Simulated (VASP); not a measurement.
## Eu: single point with PBE+U

The system is Eu.

```xyz
1
Lattice="3.9533 0.0000 0.0000 -1.3178 3.7272 0.0000 1.3178 1.8636 3.2279" Properties=species:S:1:pos:R:3 pbc="T T T"
Eu    0.0000    0.0000    0.0000
```

```json
{
 "Program": "VASP 6.6.1",
 "Task": "single point",
 "Functional": "PBE",
 "Potentials or basis": "VASP PAW PBE potentials, release 64 (Eu)",
 "Cutoff": "520 eV",
 "k mesh": "4 × 4 × 5",
 "Occupations": "gaussian, width 0.1 eV",
 "Spin": "collinear spin, ferromagnetic start",
 "Starting moments": "[7.85] μB",
 "Hubbard terms": "Eu f U = 6.0 eV"
}
```

| Quantity | Value |
| --- | --- |
| Pressure | 0.2 GPa |
| Net moment | 7.26 μB per cell |
| Site moments | Eu +6.79 μB |
| Valence electrons inside the program's atomic spheres | Eu 14.85 |

Stress tensor (GPa, compression positive):
```
 0.33 -0.22 -0.01
-0.22  0.17 -0.01
-0.01 -0.01  0.17
```

Levels at points of the mesh, in eV from the Fermi level:
Spin up:
```tsv
k point	band 8	band 9	band 10	band 11	band 12	band 13	band 14	band 15	band 16	band 17
(0.00, 0.00, 0.00)	-2.05	-1.95	-1.94	-1.94	-1.90	1.95	1.95	1.97	3.45	3.48
(0.50, 0.00, 0.00)	-1.95	-1.95	-1.95	-1.93	-1.45	0.58	0.68	3.34	4.02	5.53
(0.00, 0.50, 0.00)	-1.95	-1.95	-1.95	-1.93	-1.45	0.58	0.68	3.34	4.02	5.53
(0.50, 0.50, 0.00)	-1.96	-1.95	-1.94	-1.93	-1.48	0.60	0.70	3.33	4.04	5.53
```
Spin down:
```
           k point  band 2  band 3  band 4  band 5  band 6  band 7  band 8  band 9
(0.00, 0.00, 0.00)  -17.47  -17.47  -17.46   -3.56    2.79    2.81    2.82    4.47
(0.50, 0.00, 0.00)  -17.88  -17.60  -17.47   -0.89    1.20    1.40    4.33    5.16
(0.00, 0.50, 0.00)  -17.88  -17.60  -17.47   -0.89    1.20    1.40    4.33    5.16
(0.50, 0.50, 0.00)  -17.88  -17.60  -17.46   -0.86    1.17    1.38    4.35    5.15
```

Eigenvalues of the final occupation matrices:
```
    site  spin  trace                         eigenvalues
site 1 f     1   6.84  0.98 0.98 0.98 0.98 0.98 0.98 0.98
site 1 f     2   0.00  0.00 0.00 0.00 0.00 0.00 0.00 0.00
```

Run time: 2.7 min on 1 thread of Intel Xeon 6975P-C, with other jobs on the host, peak memory 0.23 GiB.

Caveat: the k points lie up to 0.49 Å⁻¹ apart; spin-orbit coupling is left out, which moves the levels of the heavy elements. The state reached can hang on the start; a lower one may exist.
